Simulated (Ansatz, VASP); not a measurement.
# CO2: VASP beside Ansatz

File INCAR:

```
SYSTEM = CO2
PREC     = Accurate       ! precision mode
ENCUT    = 520            ! plane-wave cutoff, eV
EDIFF    = 1E-6           ! SCF threshold, eV
ISMEAR   = -1             ! smearing method
SIGMA    = 0.02           ! smearing width, eV
LREAL    = .False.        ! projectors in reciprocal space
LASPH    = .True.         ! aspherical terms in the spheres
NELM     = 60             ! most SCF steps
ALGO     = Normal         ! electronic algorithm
ISIF     = 2              ! what is computed and relaxed
LWAVE    = .False.        ! write WAVECAR
LCHARG   = .False.        ! write CHGCAR
GGA      = PE             ! functional
IBRION   = 2              ! ionic algorithm
NSW      = 80             ! ionic steps
EDIFFG   = -0.02          ! ionic threshold
```

The input KPOINTS:

```
Automatic mesh
0
Gamma
  4 4 4
  0 0 0
```

POSCAR

```
CO2
1.0
    5.6200000000      0.0000000000      0.0000000000
    0.0000000000      5.6200000000      0.0000000000
    0.0000000000      0.0000000000      5.6200000000
C O
4 8
Direct
    0.0000000000      0.0000000000      0.0000000000
    0.5000000000      0.0000000000      0.5000000000
    0.5000000000      0.5000000000      0.0000000000
    0.0000000000      0.5000000000      0.5000000000
    0.1670000000      0.1670000000      0.1670000000
    0.3330000000      0.8330000000      0.6670000000
    0.6670000000      0.3330000000      0.8330000000
    0.8330000000      0.6670000000      0.3330000000
    0.8330000000      0.8330000000      0.8330000000
    0.6670000000      0.1670000000      0.3330000000
    0.3330000000      0.6670000000      0.1670000000
    0.1670000000      0.3330000000      0.6670000000
```

Input for Ansatz:

```yaml
crystal:
  lattice:
    - [5.62, 0.0, 0.0]
    - [0.0, 5.62, 0.0]
    - [0.0, 0.0, 5.62]
  atoms:
    - { symbol: C, position: [0.0, 0.0, 0.0] }
    - { symbol: C, position: [0.5, 0.0, 0.5] }
    - { symbol: C, position: [0.5, 0.5, 0.0] }
    - { symbol: C, position: [0.0, 0.5, 0.5] }
    - { symbol: O, position: [0.167, 0.167, 0.167] }
    - { symbol: O, position: [0.333, 0.833, 0.667] }
    - { symbol: O, position: [0.667, 0.333, 0.833] }
    - { symbol: O, position: [0.833, 0.667, 0.333] }
    - { symbol: O, position: [0.833, 0.833, 0.833] }
    - { symbol: O, position: [0.667, 0.167, 0.333] }
    - { symbol: O, position: [0.333, 0.667, 0.167] }
    - { symbol: O, position: [0.167, 0.333, 0.667] }
kpoints:
  mp_grid: { grid: [4, 4, 4] }
scf:
  occupations: { method: fermi_dirac, width: 0.02 }
hamiltonian:
  xc: pbe
  pseudopotentials: { kind: paw }
output:
  forces: true
  stress: true
  populations: true
  efg: { quadrupole_moments_barn: { O: -0.02558 }, contact_densities: true }
relax:
  f_tol: 0.02
  max_steps: 60
```

Alike in both runs: task relaxation of the atoms; functional PBE; k mesh 4 × 4 × 4; occupations fermi-dirac, width 0.02 eV; no spin polarisation.

|  | VASP | Ansatz |
| --- | --- | --- |
| version | VASP 6.6.1 | Ansatz 0.2.0 |
| potentials or method | VASP PAW PBE potentials, release 64 (C, O) | plane-wave PAW, scalar-relativistic |
| plane-wave cutoff (eV) | 520 | 420 |
| valence electrons in the cell | 64 | 64 |

```tsv
	VASP	Ansatz	Ansatz less VASP
gap on the k mesh at the Fermi level, each at its own relaxed structure (eV)	6.71	6.79	+0.080
```

Ansatz's warnings: stress scf threshold loose.
